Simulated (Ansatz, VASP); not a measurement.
# ZrS2 in VASP and in Ansatz

The input INCAR:

```
SYSTEM = ZrS2
PREC     = Accurate       ! precision mode
ENCUT    = 400            ! plane-wave cutoff, eV
EDIFF    = 1E-6           ! SCF threshold, eV
ISMEAR   = 0              ! smearing method
SIGMA    = 0.05           ! smearing width, eV
LREAL    = .False.        ! projectors in reciprocal space
LASPH    = .True.         ! aspherical terms in the spheres
NELM     = 120            ! most SCF steps
ALGO     = Normal         ! electronic algorithm
ISIF     = 2              ! what is computed and relaxed
LWAVE    = .False.        ! write WAVECAR
LCHARG   = .True.         ! write CHGCAR
LDIPOL   = .True.       
IDIPOL   = 3            
DIPOL    = 0.5 0.5 0.408
GGA      = PE             ! functional
IVDW     = 12             ! dispersion correction
LELF     = .True.         ! ELF
LVHAR    = .True.       
LVACPOTAV= .True.       
NBANDS   = 60             ! bands
GGA_COMPAT= .False.      
NELMDL   = -8
```

KPOINTS

```
regular mesh
0
Gamma
  3 3 1
  0 0 0
```

File POSCAR:

```
ZrS2
1.0
    7.2700393928      0.0000000000      0.0000000000
   -3.6350196964      6.2960388007      0.0000000000
    0.0000000000      0.0000000000     23.1745087726
S Zr
8 4
Direct
    0.3333333333      0.1666666667      0.3452068856
    0.3333333333      0.6666666667      0.3452068856
    0.8333333333      0.1666666667      0.3452068856
    0.8333333333      0.6666666667      0.3452068856
    0.1664723066      0.3330523032      0.4714961094
    0.1664111202      0.8333187116      0.4714367866
    0.6666693662      0.3332470920      0.4716282518
    0.6668003424      0.8333807481      0.4715224328
   -0.0000535989     -0.0000926661      0.4082667410
   -0.0000522912      0.4998664086      0.4083948017
    0.5000519851      0.0000088365      0.4084012846
    0.4999245222      0.4999681836      0.4084643122
```

Input for Ansatz:

```yaml
crystal:
  lattice:
    - [7.2700393928, 0.0, 0.0]
    - [-3.6350196964, 6.2960388007, 0.0]
    - [0.0, 0.0, 23.1745087726]
  atoms:
    - { symbol: S, position: [0.3333333333, 0.1666666667, 0.3452068856] }
    - { symbol: S, position: [0.3333333333, 0.6666666667, 0.3452068856] }
    - { symbol: S, position: [0.8333333333, 0.1666666667, 0.3452068856] }
    - { symbol: S, position: [0.8333333333, 0.6666666667, 0.3452068856] }
    - { symbol: Zr, position: [-5.35989e-05, -9.26661e-05, 0.408266741] }
    - { symbol: Zr, position: [-5.22912e-05, 0.4998664086, 0.4083948017] }
    - { symbol: Zr, position: [0.5000519851, 8.8365e-06, 0.4084012846] }
    - { symbol: Zr, position: [0.4999245222, 0.4999681836, 0.4084643122] }
    - { symbol: S, position: [0.1664723066, 0.3330523032, 0.4714961094] }
    - { symbol: S, position: [0.1664111202, 0.8333187116, 0.4714367866] }
    - { symbol: S, position: [0.6666693662, 0.333247092, 0.4716282518] }
    - { symbol: S, position: [0.6668003424, 0.8333807481, 0.4715224328] }
basis:
  ecutwfc: 420
kpoints:
  mp_grid: { grid: [3, 3, 1] }
hamiltonian:
  xc: pbe
  dispersion: d3bj
scf:
  occupations: { method: gaussian, width: 0.05 }
output:
  forces: true
  eigenvalues: true
  write_density: true
  volumetric_format: npy
efield:
  axis: 3
  dipole_correction: true
  ramp_width: 0.04
```

Alike in both runs: task single point; functional PBE; dispersion D3(BJ); k mesh 3 × 3 × 1; occupations gaussian, width 0.05 eV; no spin polarisation.

```csv
,VASP,Ansatz
version,VASP 6.6.1,Ansatz 0.2.0
potentials or method,"VASP PAW PBE potentials, release 64 (S, Zr_sv), cutoff 400 eV","scalar-relativistic, plane waves, PAW"
valence electrons in the cell,96,96
```

|  | VASP | Ansatz | Ansatz less VASP |
| --- | --- | --- | --- |
| gap on the k mesh at the Fermi level (eV) | 1.05 | 1.05 | +0.003 |
| least direct gap on the mesh (eV) | 1.05 | 1.05 | +0.003 |
| rms of the force components (eV/Å) | 0.010 | 0.007 | -0.0026 |
